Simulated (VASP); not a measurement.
# Si2W (MoSi2 type) (I4/mmm) in VASP: notebook

The runs below take Si2W (MoSi2 type) through relaxation of cell and atoms, with PBE.

Everything below comes from runs of VASP 6.6.1. Logs are shortened: lines on timing, memory, paths and dates and some standing lists are left out, and cuts for length are marked.

**1. The cell of the first run**

Symmetry: I4/mmm, No. 139, tetragonal system. Conventional cell: a = 3.112 Å, b = 3.112 Å, c = 7.624 Å, α = 90.00°, β = 90.00°, γ = 90.00°. W (site symmetry 4/mmm) has 10 Si at 2.53 to 2.55 Å and 4 W at 3.11 Å within 3.3 Å. Si (site symmetry 4mm) has 9 Si at 2.52 to 3.11 Å and 5 W at 2.53 to 2.55 Å within 3.3 Å.

**2. Relaxation of cell and atoms, PBE, target pressure 29 GPa, at which the enthalpy is minimised**

INCAR reads:

```
SYSTEM = Si2W
PREC = Accurate
ENCUT = 600
EDIFF = 1E-7
ISMEAR = -1
SIGMA = 0.1
LREAL = .FALSE.
LASPH = .TRUE.
NELM = 60
ALGO = Normal
ISIF = 3
LWAVE = .FALSE.
LCHARG = .FALSE.
GGA = PE
IBRION = 2
NSW = 60
EDIFFG = -0.005
PSTRESS = 290.0
```

KPOINTS reads:

```
regular mesh
0
G
  15 15 15
  0 0 0
```

POSCAR reads:

```
Si2W
1.0
   -1.5559585373      1.5559585373      3.8120984165
    1.5559585373     -1.5559585373      3.8120984165
    1.5559585373      1.5559585373     -3.8120984165
W Si
1 2
Direct
    0.0000000000      0.0000000000      0.0000000000
    0.3350000000      0.3350000000      0.0000000000
   -0.3350000000     -0.3350000000      0.0000000000
```

Potentials or basis: VASP PAW PBE potentials, release 64 (W_sv, Si).

On the command line:

```bash
$ cat potpaw_PBE.64/W_sv/POTCAR potpaw_PBE.64/Si/POTCAR > POTCAR
$ mpirun -np 1 vasp_std > vasp.out
```

OUTCAR:

```text
SYSTEM = Si2W
   PREC = Accurate
   ENCUT = 600
   EDIFF = 1E-7
   ISMEAR = -1
   LREAL = .FALSE.
   LASPH = .TRUE.
   NELM = 60
   ISIF = 3
   GGA = PE
   IBRION = 2
   NSW = 60
   EDIFFG = -0.005
   PSTRESS = 290.0

 ion  position               nearest neighbor table
   1  0.000  0.000  0.000-   3 2.53   2 2.53   3 2.53   2 2.53   3 2.53   2 2.53   2 2.53   3 2.53
                             2 2.55   3 2.55
   2  0.335  0.335  0.000-   3 2.52   1 2.53   1 2.53   1 2.53   1 2.53   3 2.55   3 2.55   3 2.55
                             3 2.55   1 2.55
   3  0.665  0.665  0.000-   2 2.52   1 2.53   1 2.53   1 2.53   1 2.53   2 2.55   2 2.55   2 2.55
                             2 2.55   1 2.55

  LATTYP: Found a body centered tetragonal cell.
 ALAT       =     3.1119170746
 C/A-ratio  =     2.4500000001

  Lattice vectors:

 A1 = (  -1.5559585373,   1.5559585373,   3.8120984165)
 A2 = (   1.5559585373,  -1.5559585373,   3.8120984165)
 A3 = (   1.5559585373,   1.5559585373,  -3.8120984165)

Analysis of symmetry for initial positions (statically):
=====================================================================
 Subroutine PRICEL returns:
 Original cell was already a primitive cell.

 Routine SETGRP: Setting up the symmetry group for a
 body centered tetragonal supercell.

 Subroutine GETGRP returns: Found 16 space group operations
 (whereof 16 operations were pure point group operations)
 out of a pool of 16 trial point group operations.

The static configuration has the point symmetry D_4h.

Analysis of symmetry for dynamics (positions and initial velocities):
=====================================================================
 Subroutine PRICEL returns:
 Original cell was already a primitive cell.

 Routine SETGRP: Setting up the symmetry group for a
 body centered tetragonal supercell.

 Subroutine GETGRP returns: Found 16 space group operations
 (whereof 16 operations were pure point group operations)
 out of a pool of 16 trial point group operations.

The dynamic configuration has the point symmetry D_4h.

 Subroutine INISYM returns: Found 16 space group operations
 (whereof 16 operations are pure point group operations),
 and found     1 'primitive' translations

----------------------------------------------------------------------------------------

                                     Primitive cell

  volume of cell :      36.9165

  direct lattice vectors                    reciprocal lattice vectors
[... 108 lines left out ...]
     AMIX     =   0.40;   BMIX     =  1.00
     AMIX_MAG =   1.60;   BMIX_MAG =  1.00
  volume/ion in A,a.u.               =      12.31        83.04
  Fermi-wavevector in a.u.,A,eV,Ry     =   1.377661  2.603402 25.823173  1.897950
  Thomas-Fermi vector in A             =   2.502794
   LORBIT       =      0    0 simple, 1 ext, 2 COOP (PROOUT), +10 PAW based schemes
   GGA     = PE    functional components
   LHFCALC =     F    Hartree Fock is set to
   AEXX    =    0.0000 exact exchange contribution
   IVDW    =     0    specifies the selected vdW correction
   LEPSILON=     F    determine dielectric tensor
   LRPA    =     F    only Hartree local field effects (RPA)
 conjugate gradient relaxation of ions
 non-spin polarized calculation
  energy-cutoff  :      600.00
  volume of cell :       36.92
 maximum number of plane-waves:      1259
   NGX = 17   NGY = 17   NGZ = 17

--------------------------------------- Ionic step        1  -------------------------------------------

 number of electron      22.0000001 magnetization

 Free energy of the ion-electron system (eV)
  ---------------------------------------------------
  ext. energy  EPLUGINS =         0.00000000
  ---------------------------------------------------
  free energy    TOTEN  =       -24.47251537 eV

  energy without entropy =      -24.46419563  energy(sigma->0) =      -24.46835550

------------------------ aborting loop because EDIFF is reached ----------------------------------------

  FORCE on cell =-STRESS in cart. coord.  units (eV):
  Direction    XX          YY          ZZ          XY          YZ          ZX
  --------------------------------------------------------------------------------------
  -------------------------------------------------------------------------------------
  Total        6.7224599      6.7224599      6.9481539      0.0000000     -0.0000000      0.0000000
  in kB      291.7552427    291.7552427    301.5503776      0.0000000     -0.0000000      0.0000000
  external PRESSURE =       5.0202877 kB  Pullay stress =     290.0000000 kB
[... 143 lines left out ...]
--------------------------------------- Ionic step        5  -------------------------------------------

 number of electron      22.0000001 magnetization

 Free energy of the ion-electron system (eV)
  ---------------------------------------------------
  ext. energy  EPLUGINS =         0.00000000
  ---------------------------------------------------
  free energy    TOTEN  =       -24.47947981 eV

  energy without entropy =      -24.47075469  energy(sigma->0) =      -24.47511725

 E-fermi :  13.3498     XC(G=0): -12.9708

 val. band max:       13.3452131463   @ k =  -0.3333  -0.3333   0.2667
 cond. band min:      13.3672145400   @ k =  -0.1333  -0.1333   0.0667
 fundamental gap:      0.0220013937
 Fermi energy:        13.3497728942

 k-point     1 :       0.0000    0.0000    0.0000
  band No.  band energies     occupation
      1     -60.3284      2.00000
      2     -24.7040      2.00000
      3     -24.6042      2.00000
      4     -24.6042      2.00000
      5      -1.5595      2.00000
      6       5.8747      2.00000
      7       9.5616      2.00000
      8       9.5844      2.00000
      9      10.2162      2.00000
     10      10.2162      2.00000
     11      14.1079      0.00102
     12      15.8432      0.00000
     13      16.6674      0.00000
     14      16.8279      0.00000
[... 401 lines left out ...]
      2     -24.7111      2.00000
      3     -24.6927      2.00000
      4     -24.6466      2.00000
      5      -0.2534      2.00000
      6       5.5066      2.00000
      7       8.1277      2.00000
      8       9.4853      2.00000
      9      10.0038      2.00000
     10      10.4286      2.00000
     11      11.6402      2.00000
     12      15.8718      0.00000
     13      16.2469      0.00000
     14      17.4481      0.00000
     15      18.4791      0.00000

 [... further k-points ...]

------------------------ aborting loop because EDIFF is reached ----------------------------------------

  FORCE on cell =-STRESS in cart. coord.  units (eV):
  Direction    XX          YY          ZZ          XY          YZ          ZX
  --------------------------------------------------------------------------------------
  -------------------------------------------------------------------------------------
  Total        6.6840619      6.6840619      6.6880759      0.0000000     -0.0000000      0.0000000
  in kB      290.0837006    290.0837006    290.2579060      0.0000000     -0.0000000      0.0000000
  external PRESSURE =       0.1417691 kB  Pullay stress =     290.0000000 kB
[... 22 lines left out ...]
  energy  without entropy=      -24.4707546871  energy(sigma->0) =      -24.47511725

  enthalpy is  TOTEN    =       -17.7973465055 eV   P V=        6.6821333055

 reached required accuracy - stopping structural energy minimisation
```

OSZICAR:

```text
N       E                     dE             d eps       ncg     rms          rms(c)
DAV:   1     0.139602093016E+03    0.13960E+03   -0.12318E+04  8640   0.166E+03
DAV:   2    -0.206718785191E+02   -0.16027E+03   -0.15799E+03  9830   0.392E+02
DAV:   3    -0.252189320785E+02   -0.45471E+01   -0.44566E+01 11525   0.552E+01
[... 44 lines left out ...]
DAV:   3    -0.244797434407E+02    0.81934E-03   -0.19393E-03  9900   0.330E-01    0.119E-01
DAV:   4    -0.244794986687E+02    0.24477E-03   -0.44373E-04 10579   0.201E-01    0.991E-02
DAV:   5    -0.244794835879E+02    0.15081E-04   -0.63704E-05 10838   0.827E-02    0.521E-02
DAV:   6    -0.244794798200E+02    0.37680E-05   -0.18063E-05  9844   0.296E-02    0.245E-03
DAV:   7    -0.244794798111E+02    0.89171E-08   -0.49737E-07 10558   0.609E-03
   5 F= -.17797347E+02 E0= -.17792984E+02  d E =-.654931E-03
```

Run time: 7 min. Hardware: 1 thread of Intel Xeon 6975P-C (Granite Rapids), shared host; peak memory 0.36 GiB.

What came out:

```
Free energy                                            : -24.4795 eV
Energy change on relaxing (the enthalpy is what falls) : -2.3 meV/atom
Ionic steps                                            : 5
Pressure after relaxing                                : 29.0 GPa
Band gap on the k mesh                                 : zero (band 11 reaches 14.27 eV, above the bottom of band 12 at 12.79 eV)
```

Step by step:
```
step  energy change (eV)  largest force (eV/Å)  pressure (GPa)  volume (Å³)
   1              0.0000                0.4162           29.50        36.92
   2             -0.0424                0.1119           27.03        37.12
   3             -0.0323                0.0421           27.74        37.06
   4              0.0496                0.0927           31.71        36.62
   5             -0.0070                0.0004           29.01        36.92
```

Final structure:
```
CELL_PARAMETERS angstrom
-1.55460 1.55460 3.81881
1.55460 -1.55460 3.81881
1.55460 1.55460 -3.81881
ATOMIC_POSITIONS crystal
W 0.00000 0.00000 0.00000
Si 0.33289 0.33289 0.00000
Si 0.66711 0.66711 0.00000
```

Caveat: the cell is relaxed towards a set pressure, so the enthalpy falls and the energy may rise; spin-orbit coupling is left out, which moves the levels of the heavy elements.

**3. Relaxation of cell and atoms, PBE**

This run uses another cell than the first one, of 12.38 Å³/atom, 1.006 times its volume.

INCAR reads:

```
SYSTEM = Si2W
ALGO = Normal
EDIFF = 1E-6
EDIFFG = -0.005
ENCUT = 600
GGA = PE
IBRION = 2
ISIF = 3
ISMEAR = -1
LASPH = .TRUE.
LCHARG = .FALSE.
LREAL = .FALSE.
LWAVE = .FALSE.
NELM = 60
NSW = 60
PREC = Accurate
SIGMA = 0.1
```

KPOINTS reads:

```
k-points
0
G
  15 15 15
  0 0 0
```

POSCAR reads:

```
Si2W
1.0
   -1.5592157582      1.5592157582      3.8200786076
    1.5592157582     -1.5592157582      3.8200786076
    1.5592157582      1.5592157582     -3.8200786076
W Si
1 2
Direct
    0.0000000000      0.0000000000      0.0000000000
    0.3350000000      0.3350000000      0.0000000000
   -0.3350000000     -0.3350000000      0.0000000000
```

Potentials or basis: VASP PAW PBE potentials, release 64 (W_sv, Si).

On the command line:

```bash
$ cat potpaw_PBE.64/W_sv/POTCAR potpaw_PBE.64/Si/POTCAR > POTCAR
$ mpirun -np 1 vasp_std > vasp.out
```

OUTCAR:

```text
SYSTEM = Si2W
   EDIFF = 1E-6
   EDIFFG = -0.005
   ENCUT = 600
   GGA = PE
   IBRION = 2
   ISIF = 3
   ISMEAR = -1
   LASPH = .TRUE.
   LREAL = .FALSE.
   NELM = 60
   NSW = 60
   PREC = Accurate

 ion  position               nearest neighbor table
   1  0.000  0.000  0.000-   3 2.54   3 2.54   3 2.54   2 2.54   3 2.54   2 2.54   2 2.54   2 2.54
                             2 2.56   3 2.56
   2  0.335  0.335  0.000-   3 2.52   1 2.54   1 2.54   1 2.54   1 2.54   3 2.56   3 2.56   3 2.56
                             3 2.56   1 2.56
   3  0.665  0.665  0.000-   2 2.52   1 2.54   1 2.54   1 2.54   1 2.54   2 2.56   2 2.56   2 2.56
                             2 2.56   1 2.56

  LATTYP: Found a body centered tetragonal cell.
 ALAT       =     3.1184315164
 C/A-ratio  =     2.4500000000

  Lattice vectors:

 A1 = (  -1.5592157582,   1.5592157582,   3.8200786076)
 A2 = (   1.5592157582,  -1.5592157582,   3.8200786076)
 A3 = (   1.5592157582,   1.5592157582,  -3.8200786076)

Analysis of symmetry for initial positions (statically):
=====================================================================
 Subroutine PRICEL returns:
 Original cell was already a primitive cell.

 Routine SETGRP: Setting up the symmetry group for a
 body centered tetragonal supercell.

 Subroutine GETGRP returns: Found 16 space group operations
 (whereof 16 operations were pure point group operations)
 out of a pool of 16 trial point group operations.

The static configuration has the point symmetry D_4h.

Analysis of symmetry for dynamics (positions and initial velocities):
[... 214 lines left out ...]
      6       3.6423      2.00000
      7       5.1599      2.00000
      8       6.7825      2.00000
      9       6.8863      2.00000
     10       6.8863      2.00000
     11       9.7045      0.00646
     12      10.8068      0.00000
     13      11.9392      0.00000
     14      11.9392      0.00000
[... 482 lines left out ...]
  FREE ENERGIE OF THE ION-ELECTRON SYSTEM (eV)
  ---------------------------------------------------
  free  energy   TOTEN  =       -24.8163906070 eV

  energy  without entropy=      -24.8043276676  energy(sigma->0) =      -24.81035914

[... ionic steps 4 to 8 ...]

--------------------------------------- Ionic step        9  -------------------------------------------

 number of electron      22.0000000 magnetization

------------------------ aborting loop because EDIFF is reached ----------------------------------------
[... 69 lines left out ...]
--------------------------------------- Ionic step       11  -------------------------------------------

 number of electron      22.0000000 magnetization

 Free energy of the ion-electron system (eV)
  ---------------------------------------------------
  ext. energy  EPLUGINS =         0.00000000
  ---------------------------------------------------
  free energy    TOTEN  =       -24.81905652 eV

  energy without entropy =      -24.80786707  energy(sigma->0) =      -24.81346179

 E-fermi :  11.7495     XC(G=0): -12.4576

 val. band max:       11.7338152500   @ k =  -0.2667  -0.2667   0.2000
 cond. band min:      11.7770365037   @ k =  -0.4000   0.4000   0.4000
 fundamental gap:      0.0432212537
 Fermi energy:        11.7495081464

 k-point     1 :       0.0000    0.0000    0.0000
  band No.  band energies     occupation
      1     -62.1416      2.00000
      2     -26.3886      2.00000
      3     -26.3738      2.00000
      4     -26.3738      2.00000
      5      -2.2076      2.00000
      6       4.9945      2.00000
      7       7.9849      2.00000
      8       8.5020      2.00000
      9       8.9422      2.00000
     10       8.9422      2.00000
     11      12.3516      0.00484
     12      14.3904      0.00000
     13      14.7268      0.00000
     14      14.7850      0.00000
[... 445 lines left out ...]
  FREE ENERGIE OF THE ION-ELECTRON SYSTEM (eV)
  ---------------------------------------------------
  free  energy   TOTEN  =       -24.8190565243 eV

  energy  without entropy=      -24.8078670653  energy(sigma->0) =      -24.81346179

 reached required accuracy - stopping structural energy minimisation
```

It took 12 min on 1 thread of Intel Xeon 6975P-C (Granite Rapids), shared host; peak memory 0.35 GiB.

What came out:

```
Free energy                            : -24.8191 eV
Relaxed volume                         : 13.68 Å³/atom
Relaxed cell                           : a = 4.550 Å, b = 4.550 Å, c = 4.550 Å, α = 138.42°, β = 138.42°, γ = 60.26°
Space group after relaxing (to 0.05 Å) : I4/mmm (No. 139)
Energy gained by relaxing              : 101.8 meV/atom
Ionic steps                            : 11
Pressure after relaxing                : 0.0 GPa
Band gap on the k mesh                 : zero (band 11 reaches 12.48 eV, above the bottom of band 12 at 11.28 eV)
```

Forces in eV/Å, atoms in the order of the input:
```
W    0.000  0.000  0.000
Si   0.000  0.000  0.002
Si   0.000  0.000 -0.002
```

Step by step:
```csv
step,energy change (eV),largest force (eV/Å),pressure (GPa),volume (Å³)
1,0.0000,0.3939,27.36,37.15
2,0.6036,0.5559,-27.60,49.72
3,-0.3026,0.0896,-1.30,41.25
4,-0.3037,0.0704,-0.13,41.03
5,-0.3037,0.0637,0.32,40.95
6,-0.3050,0.0135,0.26,41.00
7,-0.3052,0.0257,0.27,40.99
8,-0.3052,0.0114,-0.33,41.10
9,-0.3053,0.0185,-0.04,41.05
10,-0.3053,0.0176,-0.06,41.05
11,-0.3053,0.0025,-0.01,41.04
```

Final structure:
```xyz
3
Lattice="-1.6148 1.6148 3.9350 1.6148 -1.6148 3.9350 1.6148 1.6148 -3.9350" Properties=species:S:1:pos:R:3 pbc="T T T"
W     0.0000    0.0000    0.0000
Si    0.0000    0.0000    2.6324
Si    0.0000    0.0000    5.2377
```

Caveat: spin-orbit coupling is left out, which moves the levels of the heavy elements.
